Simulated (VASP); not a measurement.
# CdS (Fm-3m) in VASP: further runs

CdS is run at these levels: PBEsol; tasks: single point.

Everything below comes from runs of VASP 6.6.1. Logs are shortened: lines on timing, memory, paths and dates and some standing lists are left out, and cuts for length are marked.

### Step 1. The cell of the first run

Symmetry: Fm-3m, No. 225, cubic system. The conventional cell has a = 5.597 Å, b = 5.597 Å, c = 5.597 Å, α = 90.00°, β = 90.00°, γ = 90.00°. Cd (site symmetry m-3m) has 6 S at 2.80 Å within 3.7 Å. Within 3.7 Å of S (site symmetry m-3m) lie 6 Cd at 2.80 Å.

### Step 2. Single point, PBEsol

INCAR reads:

```
SYSTEM = CdS
PREC = Accurate
ENCUT = 500
EDIFF = 1E-6
ISMEAR = 0
SIGMA = 0.01
LREAL = .FALSE.
LASPH = .TRUE.
NELM = 120
ALGO = Normal
ISIF = 2
LWAVE = .FALSE.
LCHARG = .TRUE.
GGA = PS
LELF = .TRUE.
LVHAR = .TRUE.
NBANDS = 16
GGA_COMPAT = .FALSE.
```

KPOINTS reads:

```
regular mesh
0
G
  6 6 6
  0 0 0
```

POSCAR reads:

```
CdS
1.0
    0.0000000000      2.7983871710      2.7983871710
    2.7983871710      0.0000000000      2.7983871710
    2.7983871710      2.7983871710      0.0000000000
Cd S
1 1
Direct
    0.0000000000      0.0000000000      0.0000000000
    0.5000000000      0.5000000000      0.5000000000
```

Potentials or basis: VASP PAW PBE potentials, release 64 (Cd, S).

On the command line:

```sh
$ cat potpaw_PBE.64/Cd/POTCAR potpaw_PBE.64/S/POTCAR > POTCAR
$ mpirun -np 1 vasp_std > vasp.out
```

OUTCAR:

```text
SYSTEM = CdS
   PREC = Accurate
   ENCUT = 500
   EDIFF = 1E-6
   ISMEAR = 0
   LREAL = .FALSE.
   LASPH = .TRUE.
   NELM = 120
   ISIF = 2
   GGA = PS

 ion  position               nearest neighbor table
   1  0.000  0.000  0.000-   2 2.80   2 2.80   2 2.80   2 2.80   2 2.80   2 2.80
   2  0.500  0.500  0.500-   1 2.80   1 2.80   1 2.80   1 2.80   1 2.80   1 2.80

  LATTYP: Found a face centered cubic cell.
 ALAT       =     5.5967743420

  Lattice vectors:

 A1 = (   0.0000000000,   2.7983871710,   2.7983871710)
 A2 = (   2.7983871710,   0.0000000000,   2.7983871710)
 A3 = (   2.7983871710,   2.7983871710,   0.0000000000)

Analysis of symmetry for initial positions (statically):
=====================================================================
 Subroutine PRICEL returns:
 Original cell was already a primitive cell.

 Routine SETGRP: Setting up the symmetry group for a
 face centered cubic supercell.

 Subroutine GETGRP returns: Found 48 space group operations
 (whereof 48 operations were pure point group operations)
 out of a pool of 48 trial point group operations.

The static configuration has the point symmetry O_h .

Analysis of symmetry for dynamics (positions and initial velocities):
=====================================================================
 Subroutine PRICEL returns:
 Original cell was already a primitive cell.

 Routine SETGRP: Setting up the symmetry group for a
 face centered cubic supercell.

 Subroutine GETGRP returns: Found 48 space group operations
 (whereof 48 operations were pure point group operations)
 out of a pool of 48 trial point group operations.

The dynamic configuration has the point symmetry O_h .

 Subroutine INISYM returns: Found 48 space group operations
 (whereof 48 operations are pure point group operations),
 and found     1 'primitive' translations

----------------------------------------------------------------------------------------

                                     Primitive cell

  volume of cell :      43.8282

  direct lattice vectors                    reciprocal lattice vectors
     0.000000000  2.798387171  2.798387171    -0.178674347  0.178674347  0.178674347
     2.798387171  0.000000000  2.798387171     0.178674347 -0.178674347  0.178674347
     2.798387171  2.798387171  0.000000000     0.178674347  0.178674347 -0.178674347

  length of vectors
     3.957517090  3.957517090  3.957517090     0.309473047  0.309473047  0.309473047

  position of ions in fractional coordinates (direct lattice)
     0.000000000  0.000000000  0.000000000
     0.500000000  0.500000000  0.500000000

[... 69 lines left out ...]
   EDIFFG = 0.1E-04   stopping-criterion for IOM
   NSW    =      0    number of steps for IOM
   IBRION =     -1    ionic relax: 0-MD 1-quasi-New 2-CG
   NFREE  =      0    steps in history (QN), initial steepest desc. (CG)
   ISIF   =      2    stress and relaxation
   ISYM   =      2    0-nonsym 1-usesym 2-fastsym
   POTIM  = 0.5000    time-step for ionic-motion
   TEBEG  =    0.0;   TEEND  =   0.0 temperature during run
   PSTRESS=    0.0 pullay stress
   NELECT =      18.0000    total number of electrons
   NUPDOWN=      -1.0000    fix difference up-down
   EMIN   =  10.00;   EMAX   =-10.00  energy-range for DOS
   EFERMI =   0.00;   METHOD = LEGACY
   ISMEAR =     0;   SIGMA  =   0.01  broadening in eV -4-tet -1-fermi 0-gaus
   EFERMI_NEDOS =   21; number of points for ismear=-14 and -15
   IALGO  =     38    algorithm
   IMIX   =      4    mixing-type and parameters
     AMIX     =   0.40;   BMIX     =  1.00
     AMIX_MAG =   1.60;   BMIX_MAG =  1.00
  volume/ion in A,a.u.               =      21.91       147.88
  Fermi-wavevector in a.u.,A,eV,Ry     =   1.216880  2.299570 20.147476  1.480798
  Thomas-Fermi vector in A             =   2.352219
   LORBIT       =      0    0 simple, 1 ext, 2 COOP (PROOUT), +10 PAW based schemes
   GGA     = PS    functional components
   LHFCALC =     F    Hartree Fock is set to
   AEXX    =    0.0000 exact exchange contribution
   IVDW    =     0    specifies the selected vdW correction
   LEPSILON=     F    determine dielectric tensor
   LRPA    =     F    only Hartree local field effects (RPA)
 non-spin polarized calculation
 Gauss-broadening in eV      SIGMA  =   0.01
  energy-cutoff  :      500.00
  volume of cell :       43.83
 maximum number of plane-waves:      1139
 NGX is ok and might be reduce to    30
   NGX = 15   NGY = 15   NGZ = 15

 number of electron      17.9999995 magnetization

 Free energy of the ion-electron system (eV)
  ---------------------------------------------------
  ext. energy  EPLUGINS =         0.00000000
  ---------------------------------------------------
  free energy    TOTEN  =        -6.54161800 eV

  energy without entropy =       -6.54161800  energy(sigma->0) =       -6.54161800

 E-fermi :   2.2136     XC(G=0): -10.2705

 val. band max:        2.1634575361   @ k =   0.5000   0.0000   0.0000
 cond. band min:       2.2881924344   @ k =   0.5000   0.5000   0.0000
 fundamental gap:      0.1247348982
 Fermi energy:         2.2135837043

 k-point     1 :       0.0000    0.0000    0.0000
  band No.  band energies     occupation
      1     -10.1985      2.00000
      2      -5.3123      2.00000
      3      -5.3123      2.00000
      4      -5.3115      2.00000
      5      -5.3115      2.00000
      6      -5.3115      2.00000
[... 281 lines left out ...]
      3      -5.3619      2.00000
      4      -5.2065      2.00000
      5      -5.0833      2.00000
      6      -4.6470      2.00000
[... 8 lines left out ...]
     15      15.5389      0.00000
     16      16.6750      0.00000

------------------------ aborting loop because EDIFF is reached ----------------------------------------

  FORCE on cell =-STRESS in cart. coord.  units (eV):
  Direction    XX          YY          ZZ          XY          YZ          ZX
  --------------------------------------------------------------------------------------
  -------------------------------------------------------------------------------------
  Total       -1.8415876     -1.8415876     -1.8415876      0.0000000      0.0000000      0.0000000
  in kB      -67.3208477    -67.3208477    -67.3208477      0.0000000      0.0000000      0.0000000
  external PRESSURE =     -67.3208477 kB  Pullay stress =       0.0000000 kB

 VOLUME and BASIS-vectors are now :
 -----------------------------------------------------------------------------
  energy-cutoff  :      500.00
  volume of cell :       43.83
      direct lattice vectors                 reciprocal lattice vectors
     0.000000000  2.798387171  2.798387171    -0.178674347  0.178674347  0.178674347
     2.798387171  0.000000000  2.798387171     0.178674347 -0.178674347  0.178674347
     2.798387171  2.798387171  0.000000000     0.178674347  0.178674347 -0.178674347

 POSITION                                       TOTAL-FORCE (eV/Angst)
 -----------------------------------------------------------------------------------
      0.00000      0.00000      0.00000         0.000000      0.000000      0.000000
      2.79839      2.79839      2.79839         0.000000      0.000000     -0.000000
 -----------------------------------------------------------------------------------
    total drift:                               -0.000000      0.000000      0.000000

  FREE ENERGIE OF THE ION-ELECTRON SYSTEM (eV)
  ---------------------------------------------------
  free  energy   TOTEN  =        -6.5416180018 eV

  energy  without entropy=       -6.5416180018  energy(sigma->0) =       -6.54161800
```

OSZICAR:

```text
N       E                     dE             d eps       ncg     rms          rms(c)
DAV:   1     0.103260816963E+03    0.10326E+03   -0.93492E+03   536   0.103E+03
DAV:   2    -0.350575359495E+01   -0.10677E+03   -0.10015E+03   648   0.245E+02
DAV:   3    -0.707598498373E+01   -0.35702E+01   -0.35654E+01   616   0.478E+01
DAV:   4    -0.709275707747E+01   -0.16772E-01   -0.16771E-01   664   0.321E+00
DAV:   5    -0.709293132450E+01   -0.17425E-03   -0.17425E-03   600   0.313E-01    0.611E+00
DAV:   6    -0.656943536087E+01    0.52350E+00   -0.87379E-01   680   0.116E+01    0.534E+00
DAV:   7    -0.654600748135E+01    0.23428E-01   -0.12816E-01   600   0.265E+00    0.280E+00
DAV:   8    -0.654183591694E+01    0.41716E-02   -0.14732E-02   576   0.145E+00    0.184E-01
DAV:   9    -0.654158798131E+01    0.24794E-03   -0.12709E-03   640   0.475E-01    0.514E-02
DAV:  10    -0.654160680111E+01   -0.18820E-04   -0.15182E-04   576   0.137E-01    0.510E-02
DAV:  11    -0.654161996808E+01   -0.13167E-04   -0.21389E-05   632   0.440E-02    0.131E-02
DAV:  12    -0.654161800624E+01    0.19618E-05   -0.46753E-06   664   0.214E-02    0.438E-03
DAV:  13    -0.654161800176E+01    0.44820E-08   -0.48036E-07   344   0.479E-03
   1 F= -.65416180E+01 E0= -.65416180E+01  d E =-.255735E-14
```

stdout:

```text
POSCAR found type information on POSCAR CdS
 POSCAR found :  2 types and       2 ions
 scaLAPACK will be used
 -----------------------------------------------------------------------------
|                                                                             |
|                                                                             |
|     You enforced a specific xc type in the INCAR file but a different       |
|     I HOPE YOU KNOW WHAT YOU ARE DOING!                                     |
|                                                                             |
 -----------------------------------------------------------------------------

 LDA part: xc-table for (Slater+PW92), standard interpolation
 POSCAR, INCAR and KPOINTS ok, starting setup
 FFT: planning ... GRIDC
 FFT: planning ... GRID_SOFT
 FFT: planning ... GRID
 WAVECAR not read
 entering main loop
```

It took 26 s on 1 thread of Intel Xeon 8259CL, shared host; peak memory 0.17 GiB.

What came out:

```yaml
Free_energy: -6.5416 eV
Pressure: -6.7 GPa
Band_gap_on_the_k_mesh: 0.12 eV, indirect (least direct gap 1.11 eV)
```

Levels at points of the mesh, in eV from the valence-band top:
```csv
k point,band 5,band 6,band 7,band 8,band 9,band 10,band 11,band 12,band 13,band 14
"(0.00, 0.00, 0.00)",-7.47,-7.47,-0.61,-0.61,-0.61,0.50,9.12,9.12,9.12,10.85
"(0.50, 0.00, 0.00)",-7.30,-7.30,-4.59,0.00,0.00,3.40,5.83,5.83,6.20,11.79
"(0.50, 0.50, 0.00)",-7.25,-6.68,-3.87,-1.90,-1.90,0.12,5.99,9.29,10.64,10.64
```

Caveat: the PAW data sets were made with another functional, which shifts forces and pressure a little. A k mesh can miss the band edges.

### Step 3. Single point, PBEsol

This run uses another cell than the first one, of 22.44 Å³/atom, 1.024 times its volume.

INCAR reads:

```
SYSTEM = CdS
ALGO     = Normal         ! electronic algorithm
EDIFF    = 1E-6           ! SCF threshold, eV
ENCUT    = 500            ! plane-wave cutoff, eV
GGA      = PS             ! functional
GGA_COMPAT= .False.      
ISIF     = 2              ! what is computed and relaxed
ISMEAR   = 0              ! smearing method
LASPH    = .True.         ! aspherical terms in the spheres
LCHARG   = .False.        ! write CHGCAR
LREAL    = .False.        ! projectors in reciprocal space
LWAVE    = .False.        ! write WAVECAR
NBANDS   = 16             ! bands
NELM     = 120            ! most SCF steps
PREC     = Accurate       ! precision mode
SIGMA    = 0.01           ! smearing width, eV
```

KPOINTS reads:

```
k-points
0
Gamma
  6 6 6
  0 0 0
```

POSCAR reads:

```
CdS
1.0
    0.0000000000      2.8204226229      2.8204226229
    2.8204226229      0.0000000000      2.8204226229
    2.8204226229      2.8204226229      0.0000000000
Cd S
1 1
Direct
    0.0000000000      0.0000000000      0.0000000000
    0.5000000000      0.5000000000      0.5000000000
```

Potentials or basis: VASP PAW PBE potentials, release 64 (Cd, S).

On the command line:

```sh
$ cat potpaw_PBE.64/Cd/POTCAR potpaw_PBE.64/S/POTCAR > POTCAR
$ mpirun -np 1 vasp_std > vasp.out
```

Run time: 24 s. Hardware: 1 thread of Intel Xeon 8259CL, shared host; peak memory 0.17 GiB.

The run converged. Its results:

| Property | Result |
| --- | --- |
| Free energy | -6.4944 eV |
| Pressure | -7.8 GPa |
| Band gap on the k mesh | 0.12 eV, indirect (least direct gap 0.98 eV) |

Levels at points of the mesh, in eV from the valence-band top:
```tsv
k point	band 5	band 6	band 7	band 8	band 9	band 10	band 11	band 12	band 13	band 14
(0.00, 0.00, 0.00)	-7.44	-7.44	-0.57	-0.57	-0.57	0.41	9.11	9.11	9.11	10.70
(0.50, 0.00, 0.00)	-7.28	-7.28	-4.48	0.00	0.00	3.41	5.83	5.83	6.01	11.69
(0.50, 0.50, 0.00)	-7.23	-6.70	-3.73	-1.82	-1.82	0.12	6.02	9.13	10.47	10.47
```

Caveat: the PAW data sets were made with another functional, which shifts forces and pressure a little. A k mesh can miss the band edges.

### Step 4. Single point, PBEsol

This run uses another cell than the first one, of 22.96 Å³/atom, 1.048 times its volume.

INCAR reads:

```
  PREC = Accurate
  ENCUT = 500
  EDIFF = 1E-6
  ISMEAR = 0
  SIGMA = 0.01
  LREAL = F
  LASPH = T
  NELM = 120
  ALGO = Normal
  ISIF = 2
  LWAVE = F
  LCHARG = F
  GGA = PS
  NBANDS = 16
  GGA_COMPAT = F
```

KPOINTS reads:

```
Automatic mesh
0
Gamma
  6 6 6
```

POSCAR reads:

```
CdS
1.0
    0.0000000000      2.8421190342      2.8421190342
    2.8421190342      0.0000000000      2.8421190342
    2.8421190342      2.8421190342      0.0000000000
Cd S
1 1
Direct
    0.0000000000      0.0000000000      0.0000000000
    0.5000000000      0.5000000000      0.5000000000
```

On the command line:

```sh
$ cat potpaw_PBE.64/Cd/POTCAR potpaw_PBE.64/S/POTCAR > POTCAR
$ mpirun -np 1 vasp_std > vasp.out
```

Run time: 23 s. Hardware: 1 thread of Intel Xeon 8259CL, shared host; peak memory 0.17 GiB.

Results (log left out):

- Free energy: -6.4405 eV
- Pressure: -8.8 GPa
- Band gap on the k mesh: 0.12 eV, indirect (least direct gap 0.85 eV)

Levels at points of the mesh, in eV from the valence-band top:
```tsv
k point	band 5	band 6	band 7	band 8	band 9	band 10	band 11	band 12	band 13	band 14
(0.00, 0.00, 0.00)	-7.41	-7.41	-0.53	-0.53	-0.53	0.32	9.10	9.10	9.10	10.55
(0.50, 0.00, 0.00)	-7.26	-7.26	-4.38	0.00	0.00	3.42	5.83	5.83	5.83	11.58
(0.50, 0.50, 0.00)	-7.21	-6.72	-3.59	-1.74	-1.74	0.12	6.04	8.99	10.30	10.30
```

Caveat: the PAW data sets were made with another functional, which shifts forces and pressure a little. A k mesh can miss the band edges.

### Step 5. Summary

```csv
cell,gap on the mesh (eV),pressure (GPa)
"a = 3.958 Å, angles 60.0°, 2 atoms",0.12,-6.7
"a = 3.989 Å, angles 60.0°, 2 atoms",0.12,-7.8
"a = 4.019 Å, angles 60.0°, 2 atoms",0.12,-8.8
```

Alike in all rows: task single point; level PBEsol; potentials or basis VASP PAW PBE potentials, release 64 (Cd, S); no spin polarisation; k mesh 6 × 6 × 6; cutoff (eV) 500; smearing gaussian 0.01 eV.

Caveats: the PAW data sets were made with another functional, which shifts forces and pressure a little.

Total energies depend on the potentials used, so only differences within one code and one set of settings carry meaning.
